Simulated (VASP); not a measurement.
Write the native input for VASP 6.6.1 that does the following.

```yaml
Task: single point
Functional: PBEsol
Potentials_or_basis: VASP PAW PBE potentials, release 64 (Si, N)
Cutoff: 520 eV
k_mesh: 6 × 6 × 6
Occupations: gaussian, width 0.02 eV
Spin: no spin polarisation
Dipole_correction: no
Further_INCAR_settings: ALGO = Normal; EDIFF = 1e-06; NBANDS = 45
```

The structure of Si3N4 lies in POSCAR:

```
Si3N4
1.0
    0.0000000000      3.7929369373      3.7929369373
    3.7929369373      0.0000000000      3.7929369373
    3.7929369373      3.7929369373      0.0000000000
Si N
6 8
Direct
    0.1250000000      0.1250000000      0.6250000000
    0.1250000000      0.6250000000      0.1250000000
    0.6250000000      0.1250000000      0.1250000000
    0.1250000000      0.1250000000      0.1250000000
    0.7500000000      0.7500000000      0.7500000000
    0.5000000000      0.5000000000      0.5000000000
    0.3678686596      0.3678686596      0.3678686596
    0.3536059788      0.8821313404      0.8821313404
    0.8821313404      0.8821313404      0.3536059788
    0.8821313404      0.3536059788      0.8821313404
    0.3678686596      0.3678686596      0.8963940212
    0.3678686596      0.8963940212      0.3678686596
    0.8821313404      0.8821313404      0.8821313404
    0.8963940212      0.3678686596      0.3678686596
```

These files were run (other wordings do the same):

INCAR

```
SYSTEM = Si3N4
PREC     = Accurate       ! precision mode
ENCUT    = 520            ! plane-wave cutoff, eV
EDIFF    = 1E-6           ! SCF threshold, eV
ISMEAR   = 0              ! smearing method
SIGMA    = 0.02           ! smearing width, eV
LREAL    = .False.        ! projectors in reciprocal space
LASPH    = .True.         ! aspherical terms in the spheres
NELM     = 60             ! most SCF steps
ALGO     = Normal         ! electronic algorithm
ISIF     = 2              ! what is computed and relaxed
LWAVE    = .False.        ! write WAVECAR
LCHARG   = .False.        ! write CHGCAR
GGA      = PS             ! functional
NBANDS   = 45             ! bands
```

KPOINTS

```
Automatic mesh
0
Gamma
  6 6 6
  0 0 0
```

Potentials or basis: VASP PAW PBE potentials, release 64 (Si, N).

Command:

```sh
$ cat potpaw_PBE.64/Si/POTCAR potpaw_PBE.64/N/POTCAR > POTCAR
$ mpirun -np 1 vasp_std > vasp.out
```

It gave:

| Item | Value |
| --- | --- |
| Pressure | 22.0 GPa |
| Largest force | 0.010 eV/Å |
| Band gap on the k mesh | 3.52 eV (least direct gap 3.54 eV) |

Caveat: the cell stands under pressure; the PAW data sets were made with another functional, which shifts forces and pressure a little.

It took 2.2 min on 1 thread of Intel Xeon 8259CL, on a shared host, peak memory 0.25 GiB.
